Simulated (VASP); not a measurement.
Write the native input for VASP 6.6.1 that does the following.

```
Task                   : electric field gradients
Functional             : LDA
Potentials or basis    : VASP PAW LDA potentials, release 64 (Te)
Cutoff                 : 520 eV
k mesh                 : 9 × 9 × 6
Occupations            : fermi-dirac, width 0.08 eV
Spin                   : no spin polarisation
Dipole correction      : no
Further INCAR settings : ALGO = Normal; EDIFF = 1e-08; NBANDS = 16
```

The structure of Te lies in POSCAR:

```
Te
1.0
    4.4134194641      0.0000000000      0.0000000000
   -2.2067097321      3.8221333735      0.0000000000
    0.0000000000      0.0000000000      5.9250000000
Te
3
Direct
    0.7450000000      0.0000000000      0.3333333333
    0.0000000000      0.7450000000      0.6666666667
    0.2550000000      0.2550000000      0.0000000000
```

This cell differs from its parent crystal: equal xx and yy strain of -1 %.

These files were run (other wordings do the same):

INCAR

```
PREC     = Accurate       # precision mode
ENCUT    = 520            # plane-wave cutoff, eV
EDIFF    = 1E-8           # SCF threshold, eV
ISMEAR   = -1             # smearing method
SIGMA    = 0.08           # smearing width, eV
LREAL    = False          # projectors in reciprocal space
LASPH    = True           # aspherical terms in the spheres
NELM     = 60             # most SCF steps
ALGO     = Normal         # electronic algorithm
ISIF     = 2              # what is computed and relaxed
LWAVE    = False          # write WAVECAR
LCHARG   = False          # write CHGCAR
LEFG     = True         
NBANDS   = 16             # bands
```

KPOINTS

```
regular mesh
0
Gamma
  9 9 6
```

Potentials or basis: VASP PAW LDA potentials, release 64 (Te).

The run is started by

```console
$ cat potpaw_LDA.64/Te/POTCAR > POTCAR
$ mpirun -np 1 vasp_std > vasp.out
```

It gave:

| Quantity | Value |
| --- | --- |
| Pressure | 0.7 GPa |
| Largest force | 0.644 eV/Å |

Caveat: the cell differs from its parent crystal (equal xx and yy strain of -1 %); without QUAD_EFG the Cq values of the log hold for a quadrupole moment of 1 mb, not for the nuclei.

Wall time 110 s on 1 thread of AMD EPYC 7R43 64-Core Processor (Zen 3), on a shared host, peak memory 0.2 GiB.
